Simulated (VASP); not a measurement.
C: single point with PBE

The system is C.

```xyz
2
Lattice="0.0000 1.8885 1.8483 1.6207 0.0000 1.8483 1.6207 1.8885 0.0000" Properties=species:S:1:pos:R:3 pbc="T T T"
C     1.6207    1.8885    1.8483
C     2.4310    2.8328    2.7725
```

This cell differs from its parent crystal: strain +e along x and -e along y -0.0750, strain +e along z and -e/2 along x and y +0.0350.

* Program: VASP 6.6.1
* Task: single point
* Functional: PBE
* Potentials or basis: VASP PAW PBE potentials, release 64 (C)
* Cutoff: 520 eV
* k mesh: 12 × 12 × 12
* Occupations: gaussian, width 0.05 eV
* Spin: no spin polarisation
* Dipole correction: no
* Further INCAR settings: ALGO = Normal; EDIFF = 1e-06; NBANDS = 11

```yaml
Pressure: 3.9 GPa
Band_gap_on_the_k_mesh: 0.75 eV, indirect (least direct gap 3.40 eV)
```

Stress tensor (GPa, compression positive):
```
 79.28   0.00   0.00
  0.00 -46.67   0.00
  0.00   0.00 -20.93
```

Levels at points of the mesh, in eV from the valence-band top:
```
           k point  band 1  band 2  band 3  band 4  band 5  band 6  band 7  band 8  band 9
(0.00, 0.00, 0.00)  -22.74   -2.06   -1.63    0.00    3.40    5.02    5.28   11.89   18.31
(0.50, 0.00, 0.00)  -16.86  -14.57   -5.16   -2.91    5.15    6.65   10.00   14.70   20.43
(0.50, 0.50, 0.00)  -14.53  -14.53   -6.82   -6.82    4.57    4.57   14.39   14.39   20.65
(0.50, 0.00, 0.50)  -14.85  -14.85   -6.52   -6.52    5.05    5.05   14.51   14.51   20.55
(0.00, 0.50, 0.50)  -12.46  -12.46   -8.81   -8.81    1.42    1.42   15.89   15.89   23.06
```

It took 15 s on 1 thread of Intel(R) Xeon(R) Platinum 8559C (Emerald Rapids), on a shared host, peak memory 0.13 GiB.

Caveat: the cell differs from its parent crystal (strain +e along x and -e along y -0.0750, strain +e along z and -e/2 along x and y +0.0350). A k mesh can miss the band edges.
